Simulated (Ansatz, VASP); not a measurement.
# One calculation of BeTe, two programs

```xyz
2
Lattice="0.0000 2.7700 2.7700 2.7700 0.0000 2.7700 2.7700 2.7700 0.0000" Properties=species:S:1:pos:R:3 pbc="T T T"
Be    0.0000    0.0000    0.0000
Te    1.3850    1.3850    1.3850
```

Alike in both runs: task relaxation of cell and atoms; functional PBE; k mesh 6 × 6 × 6; no spin polarisation.

|  | VASP | Ansatz |
| --- | --- | --- |
| version | VASP 6.6.1 | Ansatz 0.2.0 |
| potentials or method | VASP PAW PBE potentials, release 64 (Be, Te), cutoff 600 eV | plane waves, PAW |
| occupations | methfessel-paxton of order 1, width 0.1 eV | cold |
| valence electrons in the cell | 8 | 18 |

Ansatz gave:

- relaxed volume (Å³/atom): 22.72
- relaxed cell length with the largest relative difference (Å): 4.006

Problem. Which values does VASP return?

Solution. Relaxed volume (Å³/atom): 22.78; relaxed cell length with the largest relative difference (Å): 4.009.

VASP's potentials hold 8 valence electrons a cell and Ansatz's 18, so a difference there can come from the potentials and not from the codes.

Neither program's run includes spin-orbit coupling.
